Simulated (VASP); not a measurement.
Write the native input for VASP 6.6.1 that does the following.

| Property | Result |
| --- | --- |
| Task | relaxation of cell and atoms |
| Functional | PBE |
| Potentials or basis | VASP PAW PBE potentials, release 64 (W_sv) |
| Cutoff | 600 eV |
| k mesh | 12 × 12 × 12 |
| Occupations | fermi-dirac, width 0.05 eV |
| Spin | no spin polarisation |
| Target pressure | 2 GPa |
| Dipole correction | no |
| Further INCAR settings | ALGO = Normal; EDIFF = 1e-06; IBRION = 2; EDIFFG = -0.01; NSW = 60; ISIF = 3 |

The structure of W lies in POSCAR:

```
W
1.0
   -1.5823450000      1.5823450000      1.5823450000
    1.5823450000     -1.5823450000      1.5823450000
    1.5823450000      1.5823450000     -1.5823450000
W
1
Direct
    0.0000000000      0.0000000000      0.0000000000
```

One way to write it, as run:

INCAR

```
SYSTEM = W
  ALGO = Normal
  EDIFF = 1E-6
  EDIFFG = -0.01
  ENCUT = 600
  GGA = PE
  IBRION = 2
  ISIF = 3
  ISMEAR = -1
  LASPH = .True.
  LCHARG = .False.
  LREAL = .False.
  LWAVE = .False.
  NELM = 100
  NSW = 60
  PREC = Accurate
  PSTRESS = 20.0
  SIGMA = 0.05
```

KPOINTS

```
k-points
0
Gamma
  12 12 12
  0 0 0
```

Potentials or basis: VASP PAW PBE potentials, release 64 (W_sv).

The run is started by

```console
$ cat potpaw_PBE.64/W_sv/POTCAR > POTCAR
$ mpirun -np 1 vasp_std > vasp.out
```

Results of the run:

```
Relaxed volume                                             : 16.08 Å³/atom
Relaxed cell                                               : a = 2.754 Å, b = 2.754 Å, c = 2.754 Å, α = 109.47°, β = 109.47°, γ = 109.47°
Space group after relaxing (to 0.1 Å)                      : Im-3m (No. 229)
Energy change on relaxing (the run minimises the enthalpy) : -5.9 meV/atom
Ionic steps                                                : 3
Pressure after relaxing                                    : 1.9 GPa
Band gap on the k mesh                                     : zero (bands 7 and 8 overlap by 6.27 eV)
```

Caveat: the cell is relaxed towards a set pressure, so the run minimises the enthalpy, not the energy; spin-orbit coupling is left out, which moves the levels of the heavy elements.

It took 18 s on 1 thread of Intel(R) Xeon(R) Platinum 8259CL CPU @ 2.50GHz (Skylake/Cascade Lake), with other jobs on the host, peak memory 0.16 GiB.
